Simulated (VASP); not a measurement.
PbS2 (fluorite type), 3 atoms in the cell. Symmetry: Fm-3m, No. 225, cubic system. The conventional cell has a = 6.789 Å, b = 6.789 Å, c = 6.789 Å, α = 90.00°, β = 90.00°, γ = 90.00°. Within 3.9 Å of Pb (site symmetry m-3m) lie 8 S at 2.94 Å. Within 3.9 Å of S (site symmetry -43m) lie 4 Pb at 2.94 Å and 6 S at 3.39 Å. 

- Program: VASP 6.6.1
- Task: single point
- Functional: PBE
- Potentials or basis: VASP PAW PBE potentials, release 64 (Pb_d, S)
- Cutoff: 520 eV
- k mesh: 9 × 9 × 9
- Occupations: fermi-dirac, width 0.03 eV
- Spin: no spin polarisation
- Dipole correction: no
- Further INCAR settings: ALGO = Normal; EDIFF = 1e-06; NBANDS = 20

Potentials or basis: VASP PAW PBE potentials, release 64 (Pb_d, S).

The run is started by

```sh
$ cat potpaw_PBE.64/Pb_d/POTCAR potpaw_PBE.64/S/POTCAR > POTCAR
$ mpirun -np 1 vasp_std > vasp.out
```

Hardware: 1 thread of AMD EPYC 7R43 64-Core Processor (Zen 3), on a shared host.

How long does it take, and how much memory?

Run time: 71 s on 1 thread of AMD EPYC 7R43 64-Core Processor (Zen 3), on a shared host, peak memory 0.19 GiB. Counts: scf iterations 13, k points 35.
